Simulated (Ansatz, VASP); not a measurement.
PbS: VASP beside Ansatz

```xyz
2
Lattice="0.0000 2.4474 2.4474 2.4474 0.0000 2.4474 2.4474 2.4474 0.0000" Properties=species:S:1:pos:R:3 pbc="T T T"
Pb    0.0000    0.0000    0.0000
S     2.4474    2.4474    2.4474
```

Change from the starting cell: volume scaled by 0.55, PAW files.

Alike in both runs: task single point; functional r2SCAN; k mesh 12 × 12 × 12; occupations fermi-dirac, width 0.05 eV; no spin polarisation.

|  | VASP | Ansatz |
| --- | --- | --- |
| version | VASP 6.6.1 | Ansatz 0.2.0 |
| potentials or method | VASP PAW PBE potentials, release 64 (Pb_d, S) | PAW with Ansatz's default frozen-core files, scalar-relativistic |
| plane-wave cutoff (eV) | 520 | 500 |
| valence electrons in the cell | 20 | 20 |

Ansatz gave:

- pressure (GPa): 116.2

Problem. What did VASP give for the same quantities?

Solution. Pressure (GPa): 116.5.

VASP's potentials were made for PBE, not for r2SCAN. Both programs put the cell under a high pressure, so it lies far from rest at this level. With one functional, cell and mesh, what is left measures potentials, basis and numerics.

Spin-orbit coupling is off throughout. Noted on VASP's run: the cell as given lies far from equilibrium.
